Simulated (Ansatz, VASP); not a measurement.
# Tl: VASP beside Ansatz

```
Tl
1.0
    -1.92083    1.89470    1.93828
     1.94840   -1.94709    2.01825
     1.95585    1.98212   -1.99067
Tl
1
Direct
  0.96059 0.98292 0.96403
```

Change from the starting cell: cell strained at random at fixed volume.

Alike in both runs: functional PBEsol; k mesh 10 × 10 × 10; occupations fermi-dirac, width 0.05 eV; no spin polarisation.

|  | VASP | Ansatz |
| --- | --- | --- |
| version | VASP 6.6.1 | Ansatz 0.2.0 |
| potentials or method | VASP PAW PBE potentials, release 64 (Tl_d), cutoff 520 eV | all-electron LAPW, scalar-relativistic |
| task | single point | atomic charges |

```tsv
	VASP	Ansatz	Ansatz less VASP
gap on the k mesh at the Fermi level (eV)	none	none	-
pressure (GPa)	-1.6	-1.5	+0.06
traceless stress, the component that is largest in VASP (GPa)	0.67	0.67	0.000
```

VASP's potentials were made for PBE, not for PBEsol. A gap of «none» marks a metal or a gap that the smearing closes. Ansatz ran all-electron here, and VASP with PAW potentials.

Neither program's run includes spin-orbit coupling.
